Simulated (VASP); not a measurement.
A run of VASP 6.6.1 is set up as follows.

The input INCAR:

```
ALGO = Fast
EDIFF = 1E-7
EDIFFG = -0.005
ENCUT = 600
GGA = PE
IBRION = 2
ISIF = 3
ISMEAR = 0
LASPH = True
LCHARG = False
LREAL = False
LWAVE = False
NELM = 100
NSW = 100
PREC = Accurate
SIGMA = 0.1
```

KPOINTS

```
k-points
0
Gamma
  18 18 10
```

Contents of POSCAR:

```
Ru
1.0
    2.7057993342      0.0000000000      0.0000000000
   -1.3528996671      2.3432909610      0.0000000000
    0.0000000000      0.0000000000      4.2819000000
Ru
2
Direct
    0.3333333333      0.6666666667      0.2500000000
    0.6666666667      0.3333333333      0.7500000000
```

Potentials or basis: VASP PAW PBE potentials, release 64 (Ru_pv).

Command:

```bash
$ cat potpaw_PBE.64/Ru_pv/POTCAR > POTCAR
$ mpirun -np 1 vasp_std > vasp.out
```

Predict the space group after relaxing (to 0.05 Å).

P6_3/mmc (No. 194).

What does it give for the band gap on the k mesh?

Zero (band 14 reaches 14.06 eV, above the bottom of band 15 at 10.99 eV).

Final structure:
```xyz
2
Lattice="2.7194 0.0000 0.0000 -1.3597 2.3551 0.0000 0.0000 0.0000 4.2961" Properties=species:S:1:pos:R:3 pbc="T T T"
Ru    0.0000    1.5700    1.0740
Ru    1.3597    0.7850    3.2221
```

PBE usually gives volumes a little too large and moduli too small. Zero-point motion and thermal expansion aren't in these numbers.
